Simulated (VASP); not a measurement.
# Pt (Im-3m) in VASP: further runs, part 2 of 2

VASP 6.6.1. The steps go on from the part before.

## (5) Single point, PBEsol-based screened hybrid with 25 % exact exchange

POSCAR

```
Pt
1.0
   -1.5842200000      1.5842200000      1.5842200000
    1.5842200000     -1.5842200000      1.5842200000
    1.5842200000      1.5842200000     -1.5842200000
Pt
1
Direct
    0.0000000000      0.0000000000      0.0000000000
```

INCAR.step1

```
SYSTEM = Pt
ALGO     = Normal         ! electronic algorithm
EDIFF    = 1E-5           ! SCF threshold, eV
ENCUT    = 520            ! plane-wave cutoff, eV
GGA      = PE             ! functional
ISIF     = 2              ! what is computed and relaxed
ISMEAR   = -1             ! smearing method
LASPH    = .TRUE.         ! aspherical terms in the spheres
LCHARG   = .FALSE.        ! write CHGCAR
LREAL    = .FALSE.        ! projectors in reciprocal space
LWAVE    = .TRUE.         ! write WAVECAR
NBANDS   = 11             ! bands
NELM     = 80             ! most SCF steps
PREC     = Accurate       ! precision mode
SIGMA    = 0.05           ! smearing width, eV
```

INCAR.step2

```
SYSTEM = Pt
AEXX     = 0.25           ! exact-exchange fraction
ALGO     = Normal         ! electronic algorithm
EDIFF    = 1E-6           ! SCF threshold, eV
ENCUT    = 520            ! plane-wave cutoff, eV
GGA      = PS             ! functional
HFSCREEN = 0.207          ! screening, 1/A
ISIF     = 2              ! what is computed and relaxed
ISMEAR   = -1             ! smearing method
ISTART   = 1            
LASPH    = .TRUE.         ! aspherical terms in the spheres
LCHARG   = .FALSE.        ! write CHGCAR
LHFCALC  = .TRUE.         ! exact exchange
LREAL    = .FALSE.        ! projectors in reciprocal space
LWAVE    = .FALSE.        ! write WAVECAR
NBANDS   = 11             ! bands
NELM     = 80             ! most SCF steps
PREC     = Accurate       ! precision mode
PRECFOCK = Normal       
SIGMA    = 0.05           ! smearing width, eV
```

KPOINTS

```
k-points
0
G
  6 6 6
  0 0 0
```

Potentials or basis: VASP PAW PBE potentials, release 64 (Pt).

The run is started by

```console
> cat potpaw_PBE.64/Pt/POTCAR > POTCAR
> cp INCAR.step1 INCAR
> mpirun -np 1 vasp_std > vasp.out
> cp INCAR.step2 INCAR
> mpirun -np 1 vasp_std > vasp.out
```

OUTCAR:

```text
SYSTEM = Pt
   AEXX = 0.25
   EDIFF = 1E-6
   ENCUT = 520
   GGA = PS
   HFSCREEN = 0.207
   ISIF = 2
   ISMEAR = -1
   ISTART = 1
   LASPH = .TRUE.
   LHFCALC = .TRUE.
   LREAL = .FALSE.
   NELM = 80
   PREC = Accurate
   PRECFOCK = Normal

 ion  position               nearest neighbor table
   1  0.000  0.000  0.000-

  LATTYP: Found a body centered cubic cell.
 ALAT       =     3.1684400000

  Lattice vectors:

[... 401 lines left out ...]
      9      23.8422      0.00000
     10      29.7916      0.00000
     11      29.7916      0.00000

------------------------ aborting loop because EDIFF is reached ----------------------------------------

  FORCE on cell =-STRESS in cart. coord.  units (eV):
  Direction    XX          YY          ZZ          XY          YZ          ZX
  --------------------------------------------------------------------------------------
  -------------------------------------------------------------------------------------
  Total       -1.4498081     -1.4498081     -1.4498081      0.0000000     -0.0000000      0.0000000
  in kB     -146.0543985   -146.0543985   -146.0543985      0.0000000     -0.0000000      0.0000000
  external PRESSURE =    -146.0543985 kB  Pullay stress =       0.0000000 kB

 VOLUME and BASIS-vectors are now :
 -----------------------------------------------------------------------------
  energy-cutoff  :      520.00
  volume of cell :       15.90
      direct lattice vectors                 reciprocal lattice vectors
    -1.584220000  1.584220000  1.584220000     0.000000000  0.315612731  0.315612731
     1.584220000 -1.584220000  1.584220000     0.315612731  0.000000000  0.315612731
     1.584220000  1.584220000 -1.584220000     0.315612731  0.315612731  0.000000000

 POSITION                                       TOTAL-FORCE (eV/Angst)
 -----------------------------------------------------------------------------------
      0.00000      0.00000      0.00000        -0.000000      0.000000      0.000000
 -----------------------------------------------------------------------------------
    total drift:                                0.000000     -0.000000      0.000000

  FREE ENERGIE OF THE ION-ELECTRON SYSTEM (eV)
  ---------------------------------------------------
  free  energy   TOTEN  =        -7.4029013609 eV

  energy  without entropy=       -7.3993875703  energy(sigma->0) =       -7.40114447
```

OSZICAR.step1:

```text
N       E                     dE             d eps       ncg     rms          rms(c)
DAV:   1     0.417942412552E+02    0.41794E+02   -0.53196E+03   352   0.844E+02
DAV:   2    -0.568003012936E+01   -0.47474E+02   -0.45413E+02   409   0.179E+02
DAV:   3    -0.633778204216E+01   -0.65775E+00   -0.65634E+00   408   0.203E+01
DAV:   4    -0.634029616058E+01   -0.25141E-02   -0.25139E-02   403   0.147E+00
DAV:   5    -0.634031682499E+01   -0.20664E-04   -0.20664E-04   412   0.122E-01    0.107E+01
DAV:   6    -0.602895990282E+01    0.31136E+00   -0.75455E-01   379   0.687E+00    0.573E+00
DAV:   7    -0.600648128511E+01    0.22479E-01   -0.59097E-02   403   0.189E+00    0.254E+00
DAV:   8    -0.600388250827E+01    0.25988E-02   -0.16370E-03   379   0.278E-01    0.204E-01
DAV:   9    -0.600375869293E+01    0.12382E-03   -0.60612E-04   391   0.194E-01    0.137E-02
DAV:  10    -0.600376224386E+01   -0.35509E-05   -0.44739E-06   248   0.242E-02
   1 F= -.60037622E+01 E0= -.60005439E+01  d E =-.643661E-02
```

Wall time 8.7 min (1 thread of Intel Xeon Platinum 8375C at 2.90GHz (Ice Lake), shared host); peak memory 0.23 GiB.

Results:

```
Free energy            : -7.4029 eV
Pressure               : -14.6 GPa
Band gap on the k mesh : zero (bands 5 and 6 overlap by 2.72 eV)
```

Caveat: the k points lie up to 0.47 Å⁻¹ apart, too coarse for converged energies and pressures of a metal; the PAW data sets were made with another functional, which shifts forces and pressure a little; spin-orbit coupling is left out, which moves the levels of the heavy elements.

## (6) Single point, HSE06, non-collinear spin, zero start, spin-orbit coupling

POSCAR is that of step 5.

INCAR.step1

```
SYSTEM = Pt
ALGO     = Normal         ! electronic algorithm
EDIFF    = 1E-5           ! SCF threshold, eV
ENCUT    = 520            ! plane-wave cutoff, eV
GGA      = PE             ! functional
GGA_COMPAT= .FALSE.      
ISIF     = 2              ! what is computed and relaxed
ISMEAR   = -1             ! smearing method
LASPH    = .TRUE.         ! aspherical terms in the spheres
LCHARG   = .FALSE.        ! write CHGCAR
LMAXMIX  = 4              ! l up to which the mixer works
LORBIT   = 11             ! projections on sites
LORBMOM  = .TRUE.       
LREAL    = .FALSE.        ! projectors in reciprocal space
LSORBIT  = .TRUE.         ! spin-orbit coupling
LWAVE    = .TRUE.         ! write WAVECAR
MAGMOM   = 0 0 0          ! initial moments
NBANDS   = 21             ! bands
NELM     = 150            ! most SCF steps
PREC     = Accurate       ! precision mode
SIGMA    = 0.05           ! smearing width, eV
```

INCAR.step2

```
SYSTEM = Pt
ALGO     = Normal         ! electronic algorithm
EDIFF    = 1E-6           ! SCF threshold, eV
ENCUT    = 520            ! plane-wave cutoff, eV
GGA      = PE             ! functional
GGA_COMPAT= .FALSE.      
HFSCREEN = 0.2079         ! screening, 1/A
ISIF     = 2              ! what is computed and relaxed
ISMEAR   = -1             ! smearing method
ISTART   = 1            
LASPH    = .TRUE.         ! aspherical terms in the spheres
LCHARG   = .FALSE.        ! write CHGCAR
LHFCALC  = .TRUE.         ! exact exchange
LMAXMIX  = 4              ! l up to which the mixer works
LORBIT   = 11             ! projections on sites
LORBMOM  = .TRUE.       
LREAL    = .FALSE.        ! projectors in reciprocal space
LSORBIT  = .TRUE.         ! spin-orbit coupling
LWAVE    = .FALSE.        ! write WAVECAR
MAGMOM   = 0 0 0          ! initial moments
NBANDS   = 21             ! bands
NELM     = 150            ! most SCF steps
PREC     = Accurate       ! precision mode
PRECFOCK = Normal       
SIGMA    = 0.05           ! smearing width, eV
```

KPOINTS

```
k-points
0
G
  5 5 5
  0 0 0
```

Potentials or basis: VASP PAW PBE potentials, release 64 (Pt).

The run is started by

```console
> cat potpaw_PBE.64/Pt/POTCAR > POTCAR
> cp INCAR.step1 INCAR
> mpirun -np 1 vasp_ncl > vasp.out
> cp INCAR.step2 INCAR
> mpirun -np 1 vasp_ncl > vasp.out
```

OUTCAR:

```text
SYSTEM = Pt
   EDIFF = 1E-6
   ENCUT = 520
   GGA = PE
   HFSCREEN = 0.2079
   ISIF = 2
   ISMEAR = -1
   ISTART = 1
   LASPH = .TRUE.
   LHFCALC = .TRUE.
   LORBIT = 11
   LREAL = .FALSE.
   LSORBIT = .TRUE.
   NELM = 150
   PREC = Accurate
   PRECFOCK = Normal

 ion  position               nearest neighbor table
   1  0.000  0.000  0.000-

  LATTYP: Found a body centered cubic cell.
 ALAT       =     3.1684400000

  Lattice vectors:

 A1 = (  -1.5842200000,   1.5842200000,   1.5842200000)
 A2 = (   1.5842200000,  -1.5842200000,   1.5842200000)
 A3 = (   1.5842200000,   1.5842200000,  -1.5842200000)

Analysis of symmetry for initial positions (statically):
=====================================================================
 Subroutine PRICEL returns:
 Original cell was already a primitive cell.

 Routine SETGRP: Setting up the symmetry group for a
 body centered cubic supercell.

 Subroutine GETGRP returns: Found 48 space group operations
 (whereof 48 operations were pure point group operations)
 out of a pool of 48 trial point group operations.

The static configuration has the point symmetry O_h .

Analysis of symmetry for dynamics (positions and initial velocities):
[... 435 lines left out ...]

  FREE ENERGIE OF THE ION-ELECTRON SYSTEM (eV)
  ---------------------------------------------------
  free  energy   TOTEN  =        -7.1468899733 eV

  energy  without entropy=       -7.1336354313  energy(sigma->0) =       -7.14026270

 orbital moment (x)

 # of ion     p       d       tot
 ----------------------------------------
  1         0.000   0.000   0.000
 ----------------------------------------
            0.000   0.000   0.000

 orbital moment (y)

 # of ion     p       d       tot
 ----------------------------------------
  1         0.000   0.000   0.000
 ----------------------------------------
            0.000   0.000   0.000

 orbital moment (z)

 # of ion     p       d       tot
 ----------------------------------------
  1        -0.000   0.000   0.000
 ----------------------------------------
           -0.000   0.000   0.000

 Spin-Orbit-Coupling matrix elements

 Ion:    1  E_soc:     -0.8621923
 l=   1
     0.0000000    -0.0305318    -0.0305318
    -0.0305318     0.0000000    -0.0305318
    -0.0305318    -0.0305318     0.0000000
 l=   2
     0.0000000    -0.0267271     0.0000000    -0.0267271    -0.0864399
    -0.0267271     0.0000000    -0.0648299    -0.0267271    -0.0216100
     0.0000000    -0.0648299     0.0000000    -0.0648299     0.0000000
    -0.0267271    -0.0267271    -0.0648299     0.0000000    -0.0216100
    -0.0864399    -0.0216100     0.0000000    -0.0216100     0.0000000
 l=   3
     0.0000000     0.0000000     0.0000000     0.0000000     0.0000000     0.0000000     0.0000000
     0.0000000     0.0000000     0.0000000     0.0000000     0.0000000     0.0000000     0.0000000
     0.0000000     0.0000000     0.0000000     0.0000000     0.0000000     0.0000000     0.0000000
     0.0000000     0.0000000     0.0000000     0.0000000     0.0000000     0.0000000     0.0000000
     0.0000000     0.0000000     0.0000000     0.0000000     0.0000000     0.0000000     0.0000000
     0.0000000     0.0000000     0.0000000     0.0000000     0.0000000     0.0000000     0.0000000
     0.0000000     0.0000000     0.0000000     0.0000000     0.0000000     0.0000000     0.0000000

 total charge

# of ion       s       p       d       tot
------------------------------------------
    1        0.643   0.545   8.067   9.255

 magnetization (x)

# of ion       s       p       d       tot
------------------------------------------
    1        0.000   0.000   0.000   0.000

 magnetization (y)

# of ion       s       p       d       tot
------------------------------------------
    1        0.000  -0.000   0.000   0.000

 magnetization (z)

# of ion       s       p       d       tot
------------------------------------------
    1        0.000  -0.000   0.000  -0.000
```

OUTCAR.step1:

```text
SYSTEM = Pt
   EDIFF = 1E-5
   ENCUT = 520
   GGA = PE
   ISIF = 2
   ISMEAR = -1
   LASPH = .TRUE.
   LORBIT = 11
   LREAL = .FALSE.
   LSORBIT = .TRUE.
   NELM = 150
   PREC = Accurate

[... 508 lines left out ...]

 total charge

# of ion       s       p       d       tot
------------------------------------------
    1        0.616   0.563   8.004   9.183

 magnetization (x)

# of ion       s       p       d       tot
------------------------------------------
    1       -0.000  -0.000   0.000  -0.000

 magnetization (y)

# of ion       s       p       d       tot
------------------------------------------
    1       -0.000  -0.000   0.000   0.000

 magnetization (z)

# of ion       s       p       d       tot
------------------------------------------
    1        0.000   0.000   0.000   0.000
```

Run time: 16 min. Hardware: 1 thread of Intel Xeon Platinum 8375C at 2.90GHz (Ice Lake), shared host; peak memory 0.27 GiB.

Results:

* Free energy: -7.1469 eV
* Pressure: -6.1 GPa
* Net moment: 0.00 μB per cell
* Valence electrons inside the program's atomic spheres: Pt 9.26

Moments on the atoms (μB; x, y, z):
```
Pt  0.00 0.00 0.00
```

Caveat: the k points lie up to 0.56 Å⁻¹ apart; the PAW data sets were made with another functional, which shifts forces and pressure a little.

## (7) The runs side by side

| level | potentials or basis | spin | k mesh | cutoff (eV) | share of exact exchange | screening parameter | gap on the mesh (eV) | pressure (GPa) |
| --- | --- | --- | --- | --- | --- | --- | --- | --- |
| HF | VASP PAW PBE potentials, release 64 (Pt_sv_GW) | off | 6 × 6 × 6 | 430 | 1 | - | none | -1.0 |
| PBEsol-based global hybrid with 25 % exact exchange | VASP PAW PBE potentials, release 64 (Pt) | off | 6 × 6 × 6 | 520 | 0.25 | - | none | -15.5 |
| PBE-based screened hybrid with 25 % exact exchange | VASP PAW PBE potentials, release 64 (Pt) | off | 6 × 6 × 6 | 520 | 0.25 | 0.3 1/Å | none | -8.0 |
| PBEsol-based screened hybrid with 25 % exact exchange | VASP PAW PBE potentials, release 64 (Pt) | off | 6 × 6 × 6 | 520 | 0.25 | 0.207 1/Å | none | -14.6 |
| HSE06 | VASP PAW PBE potentials, release 64 (Pt) | non-collinear, zero start, SOC | 5 × 5 × 5 | 520 | 0.25 | 0.2079 1/Å | - | -6.1 |

Alike in all rows: task single point; cell as given; smearing fermi-dirac 0.05 eV.

Caveats: all runs use coarse meshes; the PAW data sets were made with another functional, which shifts forces and pressure a little; spin-orbit coupling is left out, which moves the levels of the heavy elements (at least some runs).

Total energies depend on the potentials used, so only differences within one code and one set of settings carry meaning.
